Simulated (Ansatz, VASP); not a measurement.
Li2HfN2 in VASP and in Ansatz

The input INCAR:

```
PREC     = Accurate       # precision mode
ENCUT    = 520            # plane-wave cutoff, eV
EDIFF    = 1E-6           # SCF threshold, eV
ISMEAR   = 0              # smearing method
SIGMA    = 0.05           # smearing width, eV
LREAL    = F              # projectors in reciprocal space
LASPH    = T              # aspherical terms in the spheres
NELM     = 100            # most SCF steps
ALGO     = Normal         # electronic algorithm
ISIF     = 2              # what is computed and relaxed
LWAVE    = F              # write WAVECAR
LCHARG   = F              # write CHGCAR
GGA      = CA             # functional
NBANDS   = 21             # bands
```

File KPOINTS:

```
Automatic mesh
0
Gamma
  9 9 6
```

Contents of POSCAR:

```
Li2HfN2
1.0
    3.2371209533      0.0000000000      0.0000000000
   -1.6185604767      2.8034289807      0.0280342898
    0.0000000000      0.0542359518      5.4235951800
Li Hf N
2 1 2
Direct
    0.6666666667      0.3333333333      0.3827885700
    0.3333333333      0.6666666667      0.6172114300
    0.0000000000      0.0000000000      0.0000000000
    0.6666666667      0.3333333333      0.7793848600
    0.3333333333      0.6666666667      0.2206151400
```

Input for Ansatz:

```yaml
crystal:
  lattice:
    - [3.2371209533, 0.0, 0.0]
    - [-1.6185604767, 2.8034289807, 0.0280342898]
    - [0.0, 0.0542359518, 5.42359518]
  atoms:
    - { symbol: Li, position: [0.6666666667, 0.3333333333, 0.38278857] }
    - { symbol: Li, position: [0.3333333333, 0.6666666667, 0.61721143] }
    - { symbol: Hf, position: [0.0, 0.0, 0.0] }
    - { symbol: "N", position: [0.6666666667, 0.3333333333, 0.77938486] }
    - { symbol: "N", position: [0.3333333333, 0.6666666667, 0.22061514] }
basis:
  ecutwfc: 420
kpoints:
  mp_grid: { grid: [9, 9, 6] }
hamiltonian:
  xc: lda
scf:
  occupations: { method: gaussian, width: 0.05 }
output:
  forces: true
  stress: true
  eigenvalues: true
```

Change from the starting cell: strain +0.0200 x Voigt [0, 0, 0, 1, 0, 0], atoms carried along.

Alike in both runs: task single point; functional LDA; k mesh 9 × 9 × 6; occupations gaussian, width 0.05 eV; no spin polarisation.

|  | VASP | Ansatz |
| --- | --- | --- |
| version | VASP 6.6.1 | Ansatz 0.2.0 |
| potentials or method | VASP PAW LDA potentials, release 64 (Li_sv, Hf_pv, N), cutoff 520 eV | scalar-relativistic, plane waves, PAW |
| valence electrons in the cell | 26 | 42 |

|  | VASP | Ansatz | Ansatz less VASP |
| --- | --- | --- | --- |
| gap on the k mesh at the Fermi level (eV) | 1.79 | 1.74 | -0.043 |
| least direct gap on the mesh (eV) | 2.62 | 2.60 | -0.017 |
| rms of the force components (eV/Å) | 0.084 | 0.068 | -0.0161 |

LDA's correlation is that of Perdew and Zunger in VASP and of Perdew and Wang (1992) in Ansatz. Atom by atom the forces differ by 0.033 eV/Å (rms over components). VASP's potentials hold 26 valence electrons a cell and Ansatz's 42, so a difference there can come from the potentials and not from the codes.

Neither program's run includes spin-orbit coupling. Noted on VASP's run: the cutoff is short for stress, so the pressure is rough.
